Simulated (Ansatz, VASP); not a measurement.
One calculation of Pt, two programs

```
Pt
1.0
     2.77469    0.00000    0.00000
     1.38734    2.40295    0.00000
     0.00000    0.00000   28.32761
Pt
6
Direct
  0.00000 0.00000 0.30048
  0.33333 0.33333 0.38103
  0.66667 0.66667 0.46044
  0.00000 0.00000 0.53956
  0.33333 0.33333 0.61897
  0.66667 0.66667 0.69952
```

Alike in both runs: functional PBEsol; k mesh 18 × 18 × 1; occupations gaussian, width 0.1 eV; no spin polarisation.

Ansatz relaxed the structure, and its values are those at the end. VASP's run is a single point on that final structure, the one shown.

|  | VASP | Ansatz |
| --- | --- | --- |
| version | VASP 6.6.1 | Ansatz 0.2.0 |
| potentials or method | VASP PAW PBE potentials, release 64 (Pt) | scalar-relativistic, plane waves, PAW |
| plane-wave cutoff (eV) | 520 | 420 |
| valence electrons in the cell | 60 | 108 |

Ansatz gave:

```
gap on the k mesh at the Fermi level (eV) : none
rms of the force components (eV/Å)        : 0.003
```

Question: Which values does VASP return?

Answer: gap on the k mesh at the Fermi level (eV): none; rms of the force components (eV/Å): 0.007.

VASP's potentials were made for PBE, not for PBEsol. A gap of «none» marks a metal or a gap that the smearing closes. With one functional, cell and mesh, what is left measures potentials, basis and numerics. VASP's potentials hold 60 valence electrons a cell and Ansatz's 108, so a difference there can come from the potentials and not from the codes. Ansatz's warnings: xc potential rough in thin density.

Neither program's run includes spin-orbit coupling.
